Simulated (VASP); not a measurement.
A run of VASP 6.6.1 is set up as follows.

INCAR

```
SYSTEM = HgTe
ALGO = Normal
EDIFF = 1E-6
EDIFFG = -0.005
ENCUT = 600
GGA = PE
IBRION = 2
ISIF = 3
ISMEAR = 0
LASPH = .TRUE.
LCHARG = .FALSE.
LREAL = .FALSE.
LWAVE = .FALSE.
NELM = 60
NSW = 100
PREC = Accurate
SIGMA = 0.1
```

Contents of KPOINTS:

```
k-points
0
G
  12 12 12
  0 0 0
```

The input POSCAR:

```
HgTe
1.0
    0.0000000000      3.3247980831      3.3247980831
    3.3247980831      0.0000000000      3.3247980831
    3.3247980831      3.3247980831      0.0000000000
Hg Te
1 1
Direct
    0.0000000000      0.0000000000      0.0000000000
    0.7500000000      0.7500000000      0.7500000000
```

Potentials or basis: VASP PAW PBE potentials, release 64 (Hg, Te).

The run is started by

```bash
$ cat potpaw_PBE.64/Hg/POTCAR potpaw_PBE.64/Te/POTCAR > POTCAR
$ mpirun -np 1 vasp_std > vasp.out
```

(1) Predict the relaxed volume.

(2) What does it give for the relaxed cell?

(3) Predict the space group after relaxing (to 0.05 Å).

Results:

(1) 36.86 Å³/atom.

(2) a = 4.706 Å, b = 4.706 Å, c = 4.706 Å, α = 60.00°, β = 60.00°, γ = 60.00°.

(3) F-43m (No. 216).
